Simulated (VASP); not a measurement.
A run of VASP 6.6.1 is set up as follows.

The input INCAR:

```
PREC = Accurate ; ENCUT = 650
EDIFF = 1E-6 ; ISMEAR = -1
SIGMA = 0.05 ; LREAL = Auto
LASPH = True ; NELM = 120
ALGO = Normal ; ISIF = 2
LWAVE = False ; LCHARG = False
GGA = PS ; NBANDS = 168
NELECT = 258.0 ; ISYM = 0
GGA_COMPAT = False
```

File KPOINTS:

```
Automatic mesh
0
Gamma
  1 1 1
  0.25 0.25 0.25
```

POSCAR

```
LiSi32C32
1.0
    8.7137060000      0.0000000000      0.0000000000
    0.0000000000      8.7137060000      0.0000000000
    0.0000000000      0.0000000000      8.7137060000
Si C Li
32 32 1
Direct
    0.0002550000      0.9999440000      0.0004190000
    0.0001690000      0.9998610000      0.4997750000
    0.0003040000      0.4999230000      0.0015200000
    0.0002190000      0.4998570000      0.4987160000
    0.5002240000      0.9999940000      0.0015160000
    0.5001580000      0.9999290000      0.4987090000
    0.5003480000      0.5000300000      0.0096660000
    0.5000960000      0.4997730000      0.4908140000
    0.2498080000      0.2495010000      0.0004950000
    0.2494970000      0.2491940000      0.4993850000
    0.2495830000      0.7505130000      0.0007040000
    0.2498140000      0.7503060000      0.4996890000
    0.7508190000      0.2492800000      0.0007030000
    0.7506160000      0.2495000000      0.4996850000
    0.7507590000      0.7504530000      0.0006430000
    0.7508150000      0.7505140000      0.4994640000
    0.2498950000      0.9998610000      0.2500510000
    0.2488330000      0.9999220000      0.7500430000
    0.2488350000      0.4998580000      0.2501090000
    0.2409170000      0.4997750000      0.7499630000
    0.7505320000      0.9999480000      0.2501310000
    0.7516370000      0.0000000000      0.7501160000
    0.7516340000      0.4999220000      0.2501830000
    0.7597650000      0.5000370000      0.7502150000
    0.0001740000      0.2495880000      0.2500550000
    0.0002220000      0.2485240000      0.7500470000
    0.0002550000      0.7502230000      0.2501300000
    0.0003080000      0.7513300000      0.7501080000
    0.5001580000      0.2485250000      0.2501080000
    0.5000890000      0.2406260000      0.7499690000
    0.5002310000      0.7513290000      0.2501830000
    0.5003370000      0.7594820000      0.7502240000
    0.1254030000      0.1250930000      0.1253680000
    0.1253820000      0.1250750000      0.6252780000
    0.1255230000      0.6251850000      0.1252990000
    0.1237830000      0.6260840000      0.6243290000
    0.6254930000      0.1252060000      0.1252970000
    0.6263880000      0.1234670000      0.6243330000
    0.6265410000      0.6262440000      0.1270650000
    0.6255290000      0.6252240000      0.6251080000
    0.3744390000      0.3741320000      0.1270400000
    0.3749450000      0.3746320000      0.6248240000
    0.3754550000      0.8751060000      0.1252890000
    0.3744340000      0.8768510000      0.6243140000
    0.8754170000      0.3751570000      0.1252950000
    0.8771530000      0.3741310000      0.6243240000
    0.8755460000      0.8752330000      0.1254280000
    0.8754080000      0.8751030000      0.6253400000
    0.3754010000      0.1250770000      0.3752620000
    0.3744510000      0.1234680000      0.8762680000
    0.3744550000      0.6260820000      0.3736540000
    0.3752200000      0.6252320000      0.8754210000
    0.8754840000      0.1250940000      0.3752730000
    0.8754190000      0.1252040000      0.8753800000
    0.8754100000      0.6251890000      0.3753960000
    0.8771880000      0.6262350000      0.8764280000
    0.1253800000      0.3750960000      0.3752580000
    0.1237720000      0.3741420000      0.8762700000
    0.1254010000      0.8751750000      0.3752770000
    0.1255140000      0.8751100000      0.8753820000
    0.6263800000      0.3741430000      0.3736530000
    0.6255310000      0.3749250000      0.8754200000
    0.6254840000      0.8751180000      0.3753950000
    0.6265470000      0.8768840000      0.8764340000
    0.5005280000      0.5003390000      0.7505010000
```

Potentials or basis: VASP PAW PBE potentials, release 64 (Si, C, Li_sv).

The run is started by

```bash
$ cat potpaw_PBE.64/Si/POTCAR potpaw_PBE.64/C/POTCAR potpaw_PBE.64/Li_sv/POTCAR > POTCAR
$ mpirun -np 1 vasp_std > vasp.out
```

**Question.** Predict the largest force.

**Answer.** 0.073 eV/Å.

Forces in eV/Å, atoms in the order of the input:
```
Si   0.037  0.036  0.038
Si   0.040  0.036  0.033
Si   0.033  0.039  0.037
Si   0.038  0.047  0.030
Si   0.039  0.034  0.039
Si   0.047  0.035  0.031
Si   0.021  0.023  0.025
Si   0.030  0.038  0.012
Si   0.035  0.034  0.039
Si   0.015  0.013  0.013
Si   0.052  0.035  0.037
Si   0.034  0.039  0.033
Si   0.035  0.051  0.035
Si   0.039  0.033  0.035
Si   0.037  0.034  0.034
Si   0.037  0.036  0.051
Si   0.035  0.037  0.039
Si   0.028  0.035  0.048
Si   0.029  0.046  0.037
Si   0.011  0.037  0.035
Si   0.038  0.035  0.036
Si   0.038  0.032  0.036
Si   0.038  0.039  0.032
Si   0.023  0.023  0.025
Si   0.038  0.034  0.037
Si   0.038  0.031  0.047
Si   0.038  0.038  0.038
Si   0.033  0.039  0.040
Si   0.048  0.031  0.036
Si   0.032  0.017  0.035
Si   0.038  0.039  0.034
Si   0.022  0.026  0.022
C   -0.037 -0.037 -0.038
C   -0.031 -0.030 -0.042
C   -0.043 -0.043 -0.030
C   -0.039 -0.031 -0.043
C   -0.043 -0.041 -0.030
C   -0.030 -0.037 -0.043
C   -0.040 -0.042 -0.030
C    0.013  0.014 -0.041
C   -0.036 -0.036 -0.041
C    0.002  0.003  0.003
C   -0.042 -0.041 -0.040
C   -0.035 -0.040 -0.035
C   -0.042 -0.044 -0.041
C   -0.041 -0.036 -0.037
C   -0.034 -0.033 -0.034
C   -0.041 -0.041 -0.042
C   -0.044 -0.030 -0.030
C   -0.043 -0.037 -0.031
C   -0.042 -0.031 -0.036
C   -0.042  0.014  0.014
C   -0.038 -0.037 -0.035
C   -0.031 -0.041 -0.043
C   -0.030 -0.043 -0.042
C   -0.032 -0.040 -0.042
C   -0.030 -0.043 -0.028
C   -0.038 -0.043 -0.030
C   -0.037 -0.038 -0.036
C   -0.041 -0.030 -0.044
C   -0.028 -0.044 -0.038
C    0.013 -0.041  0.011
C   -0.041 -0.031 -0.042
C   -0.042 -0.032 -0.042
Li  -0.033 -0.040 -0.043
```

Caveat: the cell carries a net charge on a neutralising background, which shifts energy and pressure; the PAW data sets were made with another functional, which shifts forces and pressure a little.
